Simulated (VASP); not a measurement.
Runs of VASP 6.6.1 on Ca. The structure is that of space group Im-3m (No. 229), or close to it. The cells are those of the table. 

| task | level | cell | k mesh | cutoff (eV) | gap on the mesh (eV) | pressure (GPa) |
| --- | --- | --- | --- | --- | --- | --- |
| single point | PBEsol | a = 3.880 Å, angles 109.5°, 1 atom | 6 × 6 × 6 | 520 | none | -1.5 |
| single point | r2SCAN | a = 4.060 Å, angles 109.5°, 1 atom | 14 × 14 × 14 | 520 | none | -2.3 |
| relaxation of cell and atoms | PBEsol | relaxed from a = 3.880 Å, angles 109.5°, 1 atom | 14 × 14 × 14 | 600 | none | 0.0 |
| single point | r2SCAN | a = 3.918 Å, angles 109.5°, 1 atom | 14 × 14 × 14 | 520 | none | -1.1 |
| single point | PBEsol | a = 4.049, b = 4.065, c = 4.080 Å, angles 109.9, 109.9, 108.5°, 1 atom | 12 × 12 × 12 | 520 | none | (a) |
| relaxation of cell and atoms | PBEsol | relaxed from a = 3.744 Å, angles 109.5°, 1 atom | 14 × 14 × 14 | 600 | none | 0.0 |
| single point | PBEsol | a = 3.744 Å, angles 109.5°, 1 atom | 14 × 14 × 14 | 520 | none | 0.0 |

Alike in all rows: potentials or basis VASP PAW PBE potentials, release 64 (Ca_sv); no spin polarisation; smearing gaussian 0.1 eV.

Problem. Estimate the missing entries.

Solution. (a) -2.9.

Caveats: the PAW data sets were made with another functional, which shifts forces and pressure a little; the relaxation stopped at its first step, so nothing moved (some runs).

A gap of «none» marks levels without a gap at the run's occupations.
